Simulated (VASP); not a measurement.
Runs of VASP 6.6.1 on Al. The structure is that of space group Im-3m (No. 229), or close to it. The cells are those of the table. This isn't the form of Al at room conditions, which is fcc.

```csv
task,cell,gap on the mesh (eV),pressure (GPa)
relaxation of cell and atoms,"relaxed to 60 GPa from a = 2.780 Å, angles 109.5°, 1 atom",none,60.4
single point,"a = 2.616 Å, angles 109.5°, 1 atom",none,20.1
relaxation of cell and atoms,"relaxed to 40 GPa from a = 2.780 Å, angles 109.5°, 1 atom",none,40.0
single point,"a = 2.456 Å, angles 109.5°, 1 atom",none,60.4
relaxation of cell and atoms,"relaxed from a = 2.780 Å, angles 109.5°, 1 atom",none,0.2
single point,"a = 2.522 Å, angles 109.5°, 1 atom",none,40.2
single point,"a = 2.782 Å, angles 109.5°, 1 atom",none,(a)
relaxation of cell and atoms,"relaxed to 20 GPa from a = 2.780 Å, angles 109.5°, 1 atom",none,20.2
```

Alike in all rows: level PBEsol; potentials or basis VASP PAW PBE potentials, release 64 (Al); no spin polarisation; k mesh 11 × 11 × 11; cutoff (eV) 500; smearing fermi-dirac 0.05 eV.

Q: Fill in the values left out.

A: (a) 0.1.

Caveats: the PAW data sets were made with another functional, which shifts forces and pressure a little; the cell is relaxed towards a set pressure, so the run minimises the enthalpy, not the energy (at least some runs); the cell stands under pressure (at least some runs); the relaxation stopped at its first step, so nothing moved (at least some runs).

A gap of «none» marks levels without a gap at the run's occupations.
